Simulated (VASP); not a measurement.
# Fe (P6_3/mmc) in VASP: further runs

The runs below take Fe through electric field gradients, with PBEsol.

Program: VASP 6.6.1. These are calculated values, not measurements. Logs are shortened: lines on timing, memory, paths and dates and some standing lists are left out, and cuts for length are marked.

## 1. The cell of the first run

Symmetry: P6_3/mmc, No. 194, hexagonal system. The conventional cell has a = 2.384 Å, b = 2.384 Å, c = 3.764 Å, α = 90.00°, β = 90.00°, γ = 120.00°. Within 3.1 Å of Fe (site symmetry -6m2) lie 12 Fe at 2.33 to 2.38 Å.

## 2. Electric field gradients, PBEsol (volume scaled by 0.94)

File INCAR:

```
SYSTEM = Fe
PREC = Accurate
ENCUT = 520
EDIFF = 1E-8
ISMEAR = -1
SIGMA = 0.08
LREAL = .False.
LASPH = .True.
NELM = 80
ALGO = Normal
ISIF = 2
LWAVE = .False.
LCHARG = .False.
GGA = PS
LEFG = .True.
NBANDS = 15
```

File KPOINTS:

```
regular mesh
0
Gamma
  17 17 10
  0 0 0
```

File POSCAR:

```
Fe
1.0
    2.3844669570      0.0000000000      0.0000000000
   -1.1922334785      2.0650089592      0.0000000000
    0.0000000000      0.0000000000      3.7635056374
Fe
2
Direct
    0.3333333333      0.6666666667      0.2500000000
    0.6666666667      0.3333333333      0.7500000000
```

Potentials or basis: VASP PAW PBE potentials, release 64 (Fe).

On the command line:

```sh
$ cat potpaw_PBE.64/Fe/POTCAR > POTCAR
$ mpirun -np 1 vasp_std > vasp.out
```

OUTCAR:

```text
SYSTEM = Fe
   PREC = Accurate
   ENCUT = 520
   EDIFF = 1E-8
   ISMEAR = -1
   LREAL = .False.
   LASPH = .True.
   NELM = 80
   ISIF = 2
   GGA = PS

 ion  position               nearest neighbor table
   1  0.333  0.667  0.250-   2 2.33   2 2.33   2 2.33   2 2.33   2 2.33   2 2.33
   2  0.667  0.333  0.750-   1 2.33   1 2.33   1 2.33   1 2.33   1 2.33   1 2.33

  LATTYP: Found a hexagonal cell.
 ALAT       =     2.3844669570
 C/A-ratio  =     1.5783425417

  Lattice vectors:

 A1 = (   2.3844669570,   0.0000000000,   0.0000000000)
 A2 = (  -1.1922334785,   2.0650089592,   0.0000000000)
 A3 = (   0.0000000000,   0.0000000000,   3.7635056374)

Analysis of symmetry for initial positions (statically):
=====================================================================
 Subroutine PRICEL returns:
 Original cell was already a primitive cell.

 Routine SETGRP: Setting up the symmetry group for a
 hexagonal supercell.

 Subroutine GETGRP returns: Found 24 space group operations
 (whereof 12 operations were pure point group operations)
 out of a pool of 24 trial point group operations.

The static configuration has the point symmetry D_3d.
 The point group associated with its full space group is D_6h.

Analysis of symmetry for dynamics (positions and initial velocities):
=====================================================================
 Subroutine PRICEL returns:
 Original cell was already a primitive cell.

 Routine SETGRP: Setting up the symmetry group for a
 hexagonal supercell.

 Subroutine GETGRP returns: Found 24 space group operations
 (whereof 12 operations were pure point group operations)
 out of a pool of 24 trial point group operations.

The dynamic configuration has the point symmetry D_3d.
 The point group associated with its full space group is D_6h.

 Subroutine INISYM returns: Found 24 space group operations
 (whereof 12 operations are pure point group operations),
 and found     1 'primitive' translations

----------------------------------------------------------------------------------------

                                     Primitive cell

  volume of cell :      18.5313

  direct lattice vectors                    reciprocal lattice vectors
     2.384466957  0.000000000  0.000000000     0.419380943  0.242129700  0.000000000
    -1.192233478  2.065008959  0.000000000     0.000000000  0.484259400  0.000000000
     0.000000000  0.000000000  3.763505637     0.000000000  0.000000000  0.265709712

  length of vectors
     2.384466957  2.384466957  3.763505637     0.484259400  0.484259400  0.265709712

  position of ions in fractional coordinates (direct lattice)
     0.333333333  0.666666667  0.250000000
     0.666666667  0.333333333  0.750000000

  ion indices of the primitive-cell ions
   primitive index   ion index
                 1           1
                 2           2

----------------------------------------------------------------------------------------

 KPOINTS: regular mesh

Automatic generation of k-mesh.
 Grid dimensions read from file:
 generate k-points for:   17   17   10

 Generating k-lattice:

  Cartesian coordinates                     Fractional coordinates (reciprocal lattice)
     0.024669467  0.014242924  0.000000000     0.058823529 -0.000000000  0.000000000
     0.000000000  0.028485847  0.000000000     0.000000000  0.058823529  0.000000000
     0.000000000  0.000000000  0.026570971     0.000000000  0.000000000  0.100000000

  Length of vectors
     0.028485847  0.028485847  0.026570971

  Shift w.r.t. Gamma in fractional coordinates (k-lattice)
     0.000000000  0.000000000  0.000000000

 Subroutine IBZKPT returns following result:
 ===========================================

 Found    198 irreducible k-points:

 Following reciprocal coordinates:
            Coordinates               Weight
  0.000000  0.000000  0.000000      1.000000
  0.058824  0.000000  0.000000      6.000000
  0.117647  0.000000  0.000000      6.000000
  0.176471  0.000000  0.000000      6.000000
  0.235294  0.000000  0.000000      6.000000
  0.294118  0.000000  0.000000      6.000000
[... 16 lines left out ...]
  0.411765  0.117647  0.000000     12.000000
  0.176471  0.176471  0.000000      6.000000
 [... further k-points ...]
   k-points           NKPTS =    198   k-points in BZ     NKDIM =    198   number of bands    NBANDS=     15
   number of dos      NEDOS =    301   number of ions     NIONS =      2
   total plane-waves  NPLWV =   9072
   dimension x,y,z NGX =    18 NGY =   18 NGZ =   28
   dimension x,y,z NGXF=    36 NGYF=   36 NGZF=   56
   ions per type =               2
   NGX,Y,Z   is equivalent  to a cutoff of  12.55, 12.55, 12.37 a.u.
   NGXF,Y,Z  is equivalent  to a cutoff of  25.10, 25.10, 24.74 a.u.
 SYSTEM =  Fe
   PREC   = accura    normal or accurate (medium, high low for compatibility)
   ISTART =      0    job   : 0-new  1-cont  2-samecut
   ICHARG =      2    charge: 1-file 2-atom 10-const
   ISPIN  =      1    spin polarized calculation?
   LNONCOLLINEAR =      F non collinear calculations
   LSORBIT =      F    spin-orbit coupling
   LASPH  =      T    aspherical Exc in radial PAW
   ENCUT  =  520.0 eV  38.22 Ry    6.18 a.u.   4.43  4.43  7.00*2*pi/ulx,y,z
   NELM   =     80;   NELMIN=  2; NELMDL= -5     # of ELM steps
   EDIFF  = 0.1E-07   stopping-criterion for ELM
   LREAL  =      F    real-space projection
   EDIFFG = 0.1E-06   stopping-criterion for IOM
   NSW    =      0    number of steps for IOM
   IBRION =     -1    ionic relax: 0-MD 1-quasi-New 2-CG
   NFREE  =      0    steps in history (QN), initial steepest desc. (CG)
   ISIF   =      2    stress and relaxation
   ISYM   =      2    0-nonsym 1-usesym 2-fastsym
   POTIM  = 0.5000    time-step for ionic-motion
   TEBEG  =    0.0;   TEEND  =   0.0 temperature during run
   PSTRESS=    0.0 pullay stress
   NELECT =      16.0000    total number of electrons
   NUPDOWN=      -1.0000    fix difference up-down
   EMIN   =  10.00;   EMAX   =-10.00  energy-range for DOS
   EFERMI =   0.00;   METHOD = LEGACY
   ISMEAR =    -1;   SIGMA  =   0.08  broadening in eV -4-tet -1-fermi 0-gaus
   EFERMI_NEDOS =   21; number of points for ismear=-14 and -15
   IALGO  =     38    algorithm
   IMIX   =      4    mixing-type and parameters
     AMIX     =   0.40;   BMIX     =  1.00
     AMIX_MAG =   1.60;   BMIX_MAG =  1.00
  volume/ion in A,a.u.               =       9.27        62.53
  Fermi-wavevector in a.u.,A,eV,Ry     =   1.558881  2.945857 33.063641  2.430109
  Thomas-Fermi vector in A             =   2.662321
   LORBIT       =      0    0 simple, 1 ext, 2 COOP (PROOUT), +10 PAW based schemes
   GGA     = PS    functional components
   LHFCALC =     F    Hartree Fock is set to
   AEXX    =    0.0000 exact exchange contribution
   IVDW    =     0    specifies the selected vdW correction
   LEPSILON=     F    determine dielectric tensor
   LRPA    =     F    only Hartree local field effects (RPA)
 non-spin polarized calculation
  energy-cutoff  :      520.00
  volume of cell :       18.53
 maximum number of plane-waves:       523
 NGX is ok and might be reduce to    18
   NGX =  9   NGY =  9   NGZ = 13

 number of electron      16.0000000 magnetization

 Free energy of the ion-electron system (eV)
  ---------------------------------------------------
  ext. energy  EPLUGINS =         0.00000000
  ---------------------------------------------------
  free energy    TOTEN  =       -17.82902203 eV

  energy without entropy =      -17.78021973  energy(sigma->0) =      -17.80462088

 E-fermi :   7.8827     XC(G=0): -14.5180

 val. band max:        7.8819268445   @ k =   0.2941   0.0000   0.0000
 cond. band min:       7.8905328452   @ k =   0.1765   0.1176   0.2000
 fundamental gap:      0.0086060006
 Fermi energy:         7.8827347338

 k-point     1 :       0.0000    0.0000    0.0000
  band No.  band energies     occupation
      1      -1.6408      2.00000
      2       2.3107      2.00000
      3       5.9637      2.00000
      4       5.9637      2.00000
      5       6.1301      2.00000
      6       6.5108      2.00000
      7       6.5108      2.00000
      8       6.8994      1.99999
      9       6.8994      1.99999
     10       8.4564      0.00154
     11       8.7015      0.00007
     12       8.7015      0.00007
     13      17.6697      0.00000
     14      30.5076      0.00000
     15      34.5033      0.00000

 k-point     2 :       0.0588    0.0000    0.0000
  band No.  band energies     occupation
      1      -1.5014      2.00000
      2       2.4037      2.00000
      3       5.7543      2.00000
      4       6.0470      2.00000
      5       6.3055      2.00000
      6       6.4687      2.00000
      7       6.5838      2.00000
      8       6.7949      2.00000
      9       6.8405      2.00000
     10       7.5403      1.97271
     11       8.7307      0.00005
     12       9.7940      0.00000
     13      17.6723      0.00000
     14      30.0944      0.00000
     15      33.1791      0.00000

 k-point     3 :       0.1176    0.0000    0.0000
  band No.  band energies     occupation
      1      -1.0925      2.00000
      2       2.6597      2.00000
      3       5.4346      2.00000
      4       6.2313      2.00000
      5       6.2905      2.00000
      6       6.3258      2.00000
      7       6.5824      2.00000
      8       6.6829      2.00000
      9       6.7959      2.00000
     10       7.0112      1.99996
     11       8.8039      0.00002
     12      11.1067      0.00000
     13      17.6841      0.00000
     14      28.5032      0.00000
     15      31.8812      0.00000
[... 343 lines left out ...]
 k-point    23 :       0.4118    0.1176    0.0000
  band No.  band energies     occupation
      1       2.9468      2.00000
      2       3.1654      2.00000
      3       3.1722      2.00000
      4       5.1787      2.00000
      5       5.5368      2.00000
      6       6.0729      2.00000
      7       6.6952      2.00000
      8       8.7607      0.00003
      9       8.8966      0.00001
     10       9.0424      0.00000
     11      11.1763      0.00000
     12      13.9476      0.00000
     13      20.3681      0.00000
     14      21.0469      0.00000
     15      21.9766      0.00000

 k-point    24 :       0.1765    0.1765    0.0000
  band No.  band energies     occupation
      1       1.5590      2.00000
      2       3.7158      2.00000
      3       4.0724      2.00000
      4       4.2555      2.00000
      5       5.6954      2.00000
      6       6.1539      2.00000
      7       6.6066      2.00000
      8       7.3412      1.99770
      9       8.0018      0.36826
     10       8.6148      0.00021
     11       8.9536      0.00000
     12      15.8891      0.00000
     13      18.0004      0.00000
     14      22.2549      0.00000
     15      23.1825      0.00000

 [... further k-points ...]
[... 5 lines left out ...]
  --------------------------------------------------------------------------------------
  -------------------------------------------------------------------------------------
  Total        2.3460808      2.3460808      2.5496337      0.0000000     -0.0000000      0.0000000
  in kB      202.8372595    202.8372595    220.4360167      0.0000000     -0.0000000      0.0000000
  external PRESSURE =     208.7035119 kB  Pullay stress =       0.0000000 kB

 VOLUME and BASIS-vectors are now :
 -----------------------------------------------------------------------------
  energy-cutoff  :      520.00
  volume of cell :       18.53
      direct lattice vectors                 reciprocal lattice vectors
     2.384466957  0.000000000  0.000000000     0.419380943  0.242129700  0.000000000
    -1.192233478  2.065008959  0.000000000     0.000000000  0.484259400  0.000000000
     0.000000000  0.000000000  3.763505637     0.000000000  0.000000000  0.265709712

 POSITION                                       TOTAL-FORCE (eV/Angst)
 -----------------------------------------------------------------------------------
     -0.00000      1.37667      0.94088         0.000000     -0.000000      0.000000
      1.19223      0.68834      2.82263        -0.000000      0.000000      0.000000
 -----------------------------------------------------------------------------------
    total drift:                                0.000000     -0.000000     -0.000000

  FREE ENERGIE OF THE ION-ELECTRON SYSTEM (eV)
  ---------------------------------------------------
  free  energy   TOTEN  =       -17.8290220316 eV

  energy  without entropy=      -17.7802197301  energy(sigma->0) =      -17.80462088

 Electric field gradients (V/A^2)
---------------------------------------------------------------------
 ion       V_xx      V_yy      V_zz      V_xy      V_xz      V_yz
---------------------------------------------------------------------
   1       4.555     4.556    -9.111     0.001     0.000    -0.000
   2       4.555     4.556    -9.111     0.001    -0.000     0.000
---------------------------------------------------------------------

 Electric field gradients after diagonalization (V/A^2)
 (convention: |V_zz| > |V_xx| > |V_yy|)
----------------------------------------------------------------------
 ion       V_xx      V_yy      V_zz     asymmetry (V_yy - V_xx)/ V_zz
----------------------------------------------------------------------
   1       4.556     4.554    -9.111       0.000
   2       4.556     4.554    -9.111       0.000
----------------------------------------------------------------------

           NMR quadrupolar parameters

 Cq : quadrupolar parameter    Cq=e*Q*V_zz/h
 eta: asymmetry parameters     (V_yy - V_xx)/ V_zz
 Q  : nuclear electric quadrupole moment in mb (millibarn)
----------------------------------------------------------------------
 ion       Cq(MHz)       eta       Q (mb)
----------------------------------------------------------------------
   1      -0.022       0.000       1.000
   2      -0.022       0.000       1.000
----------------------------------------------------------------------
```

Run time: 37 s. Hardware: 1 thread of AMD EPYC 9R14 (Zen 4), shared host; peak memory 0.13 GiB.

Results:

* Free energy: -17.8290 eV
* Pressure: 20.9 GPa
* Band gap on the k mesh: zero (band 8 reaches 8.84 eV, above the bottom of band 9 at 6.74 eV)

Stress tensor (GPa, compression positive):
```
20.28  0.00  0.00
 0.00 20.28  0.00
 0.00  0.00 22.04
```

Levels at points of the mesh, in eV from the Fermi level:
```tsv
k point	band 4	band 5	band 6	band 7	band 8	band 9	band 10	band 11	band 12	band 13
(0.00, 0.00, 0.00)	-1.92	-1.75	-1.37	-1.37	-0.98	-0.98	0.57	0.82	0.82	9.79
(0.00, 0.00, 0.50)	-2.36	-2.05	-2.05	-2.05	-2.05	0.37	0.37	0.37	0.37	18.35
```

Electric field gradients, principal values (V/Å²):
```
atom  least  middle  greatest (by size)
1 Fe  4.554   4.556              -9.111
2 Fe  4.554   4.556              -9.111
```

Caveat: without QUAD_EFG the Cq values of the log hold for a quadrupole moment of 1 mb, not for the nuclei; the PAW data sets were made with another functional, which shifts forces and pressure a little; the run has no spin polarisation, though such a crystal can be magnetic. Spin polarisation is off, so any magnetic state and its effect on volume and gap are missing.

(Part 1 of 3 ends here.)
